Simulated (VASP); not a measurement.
# Ta (Im-3m) in VASP: further runs

The runs below take Ta through single point, relaxation of cell and atoms, with LDA, BLYP, PBE+D4.

Program: VASP 6.6.1. These are calculated values, not measurements. Logs are shortened: lines on timing, memory, paths and dates and some standing lists are left out, and cuts for length are marked.

## 1. The cell of the first run

It takes space group Im-3m (No. 229, cubic). The conventional cell has a = 3.280 Å, b = 3.280 Å, c = 3.280 Å, α = 90.00°, β = 90.00°, γ = 90.00°. Within 3.7 Å of Ta (site symmetry m-3m) lie 14 Ta at 2.84 to 3.28 Å.

## 2. Single point, LDA

File INCAR:

```
PREC     = Accurate       # precision mode
ENCUT    = 500            # plane-wave cutoff, eV
EDIFF    = 1E-6           # SCF threshold, eV
ISMEAR   = -1             # smearing method
SIGMA    = 0.05           # smearing width, eV
LREAL    = F              # projectors in reciprocal space
LASPH    = T              # aspherical terms in the spheres
NELM     = 120            # most SCF steps
ALGO     = Normal         # electronic algorithm
ISIF     = 2              # what is computed and relaxed
LWAVE    = F              # write WAVECAR
LCHARG   = T              # write CHGCAR
LELF     = T              # ELF
LVHAR    = T            
NBANDS   = 12             # bands
GGA_COMPAT= F
```

File KPOINTS:

```
regular mesh
0
Gamma
  11 11 11
```

File POSCAR:

```
Ta
1.0
   -1.6401972500      1.6401972500      1.6401972500
    1.6401972500     -1.6401972500      1.6401972500
    1.6401972500      1.6401972500     -1.6401972500
Ta
1
Direct
    0.0000000000      0.0000000000      0.0000000000
```

Potentials or basis: VASP PAW LDA potentials, release 64 (Ta_sv_GW).

The run is started by

```
$ cat potpaw_LDA.64/Ta_sv_GW/POTCAR > POTCAR
$ mpirun -np 1 vasp_std > vasp.out
```

OUTCAR:

```text
PREC = Accurate
   ENCUT = 500
   EDIFF = 1E-6
   ISMEAR = -1
   LREAL = F
   LASPH = T
   NELM = 120
   ISIF = 2

 ion  position               nearest neighbor table
   1  0.000  0.000  0.000-

  LATTYP: Found a body centered cubic cell.
 ALAT       =     3.2803945000

  Lattice vectors:

 A1 = (  -1.6401972500,   1.6401972500,   1.6401972500)
 A2 = (   1.6401972500,  -1.6401972500,   1.6401972500)
 A3 = (   1.6401972500,   1.6401972500,  -1.6401972500)

Analysis of symmetry for initial positions (statically):
=====================================================================
 Subroutine PRICEL returns:
 Original cell was already a primitive cell.

 Routine SETGRP: Setting up the symmetry group for a
 body centered cubic supercell.

 Subroutine GETGRP returns: Found 48 space group operations
 (whereof 48 operations were pure point group operations)
 out of a pool of 48 trial point group operations.

The static configuration has the point symmetry O_h .

Analysis of symmetry for dynamics (positions and initial velocities):
=====================================================================
 Subroutine PRICEL returns:
 Original cell was already a primitive cell.

 Routine SETGRP: Setting up the symmetry group for a
 body centered cubic supercell.

 Subroutine GETGRP returns: Found 48 space group operations
 (whereof 48 operations were pure point group operations)
 out of a pool of 48 trial point group operations.

The dynamic configuration has the point symmetry O_h .

 Subroutine INISYM returns: Found 48 space group operations
 (whereof 48 operations are pure point group operations),
 and found     1 'primitive' translations

----------------------------------------------------------------------------------------

                                     Primitive cell

  volume of cell :      17.6501

  direct lattice vectors                    reciprocal lattice vectors
    -1.640197250  1.640197250  1.640197250     0.000000000  0.304841384  0.304841384
     1.640197250 -1.640197250  1.640197250     0.304841384  0.000000000  0.304841384
     1.640197250  1.640197250 -1.640197250     0.304841384  0.304841384  0.000000000

  length of vectors
     2.840904971  2.840904971  2.840904971     0.431110820  0.431110820  0.431110820

  position of ions in fractional coordinates (direct lattice)
     0.000000000  0.000000000  0.000000000

  ion indices of the primitive-cell ions
   primitive index   ion index
                 1           1

----------------------------------------------------------------------------------------

 KPOINTS: regular mesh

Automatic generation of k-mesh.
 Grid dimensions read from file:
 generate k-points for:   11   11   11

 Generating k-lattice:

  Cartesian coordinates                     Fractional coordinates (reciprocal lattice)
     0.000000000  0.027712853  0.027712853     0.090909091  0.000000000  0.000000000
     0.027712853  0.000000000  0.027712853     0.000000000  0.090909091  0.000000000
     0.027712853  0.027712853  0.000000000     0.000000000  0.000000000  0.090909091

  Length of vectors
     0.039191893  0.039191893  0.039191893

  Shift w.r.t. Gamma in fractional coordinates (k-lattice)
     0.000000000  0.000000000  0.000000000

 Subroutine IBZKPT returns following result:
 ===========================================

 Found     56 irreducible k-points:

 Following reciprocal coordinates:
            Coordinates               Weight
  0.000000  0.000000  0.000000      1.000000
  0.090909  0.000000  0.000000     12.000000
  0.181818  0.000000  0.000000     12.000000
  0.272727  0.000000  0.000000     12.000000
  0.363636  0.000000  0.000000     12.000000
  0.454545  0.000000  0.000000     12.000000
[... 16 lines left out ...]
  0.272727  0.181818  0.090909     48.000000
  0.363636  0.181818  0.090909     24.000000
 [... further k-points ...]
   k-points           NKPTS =     56   k-points in BZ     NKDIM =     56   number of bands    NBANDS=     12
   number of dos      NEDOS =    301   number of ions     NIONS =      1
   total plane-waves  NPLWV =  13824
   dimension x,y,z NGX =    24 NGY =   24 NGZ =   24
   dimension x,y,z NGXF=    48 NGYF=   48 NGZF=   48
   ions per type =               1
   NGX,Y,Z   is equivalent  to a cutoff of  14.04, 14.04, 14.04 a.u.
   NGXF,Y,Z  is equivalent  to a cutoff of  28.09, 28.09, 28.09 a.u.
 SYSTEM =  unknown system
   PREC   = accura    normal or accurate (medium, high low for compatibility)
   ISTART =      0    job   : 0-new  1-cont  2-samecut
   ICHARG =      2    charge: 1-file 2-atom 10-const
   ISPIN  =      1    spin polarized calculation?
   LNONCOLLINEAR =      F non collinear calculations
   LSORBIT =      F    spin-orbit coupling
   LASPH  =      T    aspherical Exc in radial PAW
   ENCUT  =  500.0 eV  36.75 Ry    6.06 a.u.   5.18  5.18  5.18*2*pi/ulx,y,z
   NELM   =    120;   NELMIN=  2; NELMDL= -5     # of ELM steps
   EDIFF  = 0.1E-05   stopping-criterion for ELM
   LREAL  =      F    real-space projection
   EDIFFG = 0.1E-04   stopping-criterion for IOM
   NSW    =      0    number of steps for IOM
   IBRION =     -1    ionic relax: 0-MD 1-quasi-New 2-CG
   NFREE  =      0    steps in history (QN), initial steepest desc. (CG)
   ISIF   =      2    stress and relaxation
   ISYM   =      2    0-nonsym 1-usesym 2-fastsym
   POTIM  = 0.5000    time-step for ionic-motion
   TEBEG  =    0.0;   TEEND  =   0.0 temperature during run
   PSTRESS=    0.0 pullay stress
   NELECT =      13.0000    total number of electrons
   NUPDOWN=      -1.0000    fix difference up-down
   EMIN   =  10.00;   EMAX   =-10.00  energy-range for DOS
   EFERMI =   0.00;   METHOD = LEGACY
   ISMEAR =    -1;   SIGMA  =   0.05  broadening in eV -4-tet -1-fermi 0-gaus
   EFERMI_NEDOS =   21; number of points for ismear=-14 and -15
   IALGO  =     38    algorithm
   IMIX   =      4    mixing-type and parameters
     AMIX     =   0.40;   BMIX     =  1.00
     AMIX_MAG =   1.60;   BMIX_MAG =  1.00
  volume/ion in A,a.u.               =      17.65       119.11
  Fermi-wavevector in a.u.,A,eV,Ry     =   1.478450  2.793865 29.739796  2.185813
  Thomas-Fermi vector in A             =   2.592729
   LORBIT       =      0    0 simple, 1 ext, 2 COOP (PROOUT), +10 PAW based schemes
   GGA     = CA    functional components
   LHFCALC =     F    Hartree Fock is set to
   AEXX    =    0.0000 exact exchange contribution
   IVDW    =     0    specifies the selected vdW correction
   LEPSILON=     F    determine dielectric tensor
   LRPA    =     F    only Hartree local field effects (RPA)
 non-spin polarized calculation
  energy-cutoff  :      500.00
  volume of cell :       17.65
 maximum number of plane-waves:       460
 NGX is ok and might be reduce to    24
   NGX = 11   NGY = 11   NGZ = 11

 number of electron      12.9999999 magnetization

 Free energy of the ion-electron system (eV)
  ---------------------------------------------------
  ext. energy  EPLUGINS =         0.00000000
  ---------------------------------------------------
  free energy    TOTEN  =       -15.32054699 eV

  energy without entropy =      -15.31347261  energy(sigma->0) =      -15.31700980

 E-fermi :  10.4758     XC(G=0): -13.3792

 val. band max:       10.4218768257   @ k =  -0.4545  -0.4545   0.0909
 cond. band min:      10.5454212552   @ k =  -0.1818   0.2727   0.0909
 fundamental gap:      0.1235444295
 Fermi energy:        10.4757779069

 k-point     1 :       0.0000    0.0000    0.0000
  band No.  band energies     occupation
      1     -56.2670      2.00000
      2     -22.3556      2.00000
      3     -22.3556      2.00000
      4     -22.3556      2.00000
      5       2.5665      2.00000
      6      11.1401      0.00000
      7      11.1401      0.00000
      8      11.1401      0.00000
      9      14.4676      0.00000
     10      14.4676      0.00000
     11      25.2282      0.00000
     12      25.2282      0.00000

 k-point     2 :       0.0909    0.0000    0.0000
  band No.  band energies     occupation
      1     -56.2569      2.00000
      2     -22.4660      2.00000
      3     -22.3898      2.00000
      4     -22.3565      2.00000
      5       2.9418      2.00000
      6      10.9024      0.00039
      7      11.0629      0.00002
      8      11.5115      0.00000
      9      14.1126      0.00000
     10      14.4706      0.00000
     11      25.5517      0.00000
     12      25.8678      0.00000

 k-point     3 :       0.1818    0.0000    0.0000
  band No.  band energies     occupation
      1     -56.2293      2.00000
      2     -22.7528      2.00000
      3     -22.4793      2.00000
      4     -22.3583      2.00000
      5       3.9519      2.00000
      6      10.3275      1.90191
      7      10.6962      0.02405
      8      12.5943      0.00000
      9      13.7568      0.00000
     10      14.5284      0.00000
     11      26.0245      0.00000
     12      27.6396      0.00000
[... 286 lines left out ...]
 k-point    23 :       0.2727    0.1818    0.0909
  band No.  band energies     occupation
      1     -56.1381      2.00000
      2     -23.4056      2.00000
      3     -22.8528      2.00000
      4     -22.5579      2.00000
      5       7.6047      2.00000
      6       8.9002      2.00000
      7       9.9253      1.99997
      8      14.8254      0.00000
      9      15.3897      0.00000
     10      19.8648      0.00000
     11      21.0449      0.00000
     12      24.6097      0.00000

 k-point    24 :       0.3636    0.1818    0.0909
  band No.  band energies     occupation
      1     -56.1308      2.00000
      2     -23.4095      2.00000
      3     -22.9372      2.00000
      4     -22.5665      2.00000
      5       7.6050      2.00000
      6       8.8392      2.00000
      7      10.6228      0.10034
      8      14.9142      0.00000
      9      15.4991      0.00000
     10      19.7408      0.00000
     11      20.8338      0.00000
     12      23.9857      0.00000

 [... further k-points ...]
[... 5 lines left out ...]
  --------------------------------------------------------------------------------------
  -------------------------------------------------------------------------------------
  Total       -0.6817172     -0.6817172     -0.6817172     -0.0000000     -0.0000000     -0.0000000
  in kB      -61.8823266    -61.8823266    -61.8823266     -0.0000000     -0.0000000     -0.0000000
  external PRESSURE =     -61.8823266 kB  Pullay stress =       0.0000000 kB

 VOLUME and BASIS-vectors are now :
 -----------------------------------------------------------------------------
  energy-cutoff  :      500.00
  volume of cell :       17.65
      direct lattice vectors                 reciprocal lattice vectors
    -1.640197250  1.640197250  1.640197250     0.000000000  0.304841384  0.304841384
     1.640197250 -1.640197250  1.640197250     0.304841384  0.000000000  0.304841384
     1.640197250  1.640197250 -1.640197250     0.304841384  0.304841384  0.000000000

 POSITION                                       TOTAL-FORCE (eV/Angst)
 -----------------------------------------------------------------------------------
      0.00000      0.00000      0.00000        -0.000000      0.000000      0.000000
 -----------------------------------------------------------------------------------
    total drift:                               -0.000000     -0.000000      0.000000

  FREE ENERGIE OF THE ION-ELECTRON SYSTEM (eV)
  ---------------------------------------------------
  free  energy   TOTEN  =       -15.3205469928 eV

  energy  without entropy=      -15.3134726131  energy(sigma->0) =      -15.31700980
```

Run time: 8.4 s. Hardware: 1 thread of AMD EPYC 9R45 (Zen 5), shared host; peak memory 0.11 GiB.

Results:

```yaml
Free_energy: -15.3205 eV
Pressure: -6.2 GPa
```

Caveat: spin-orbit coupling is left out, which moves the levels of the heavy elements.

[end of part 1 of 2]
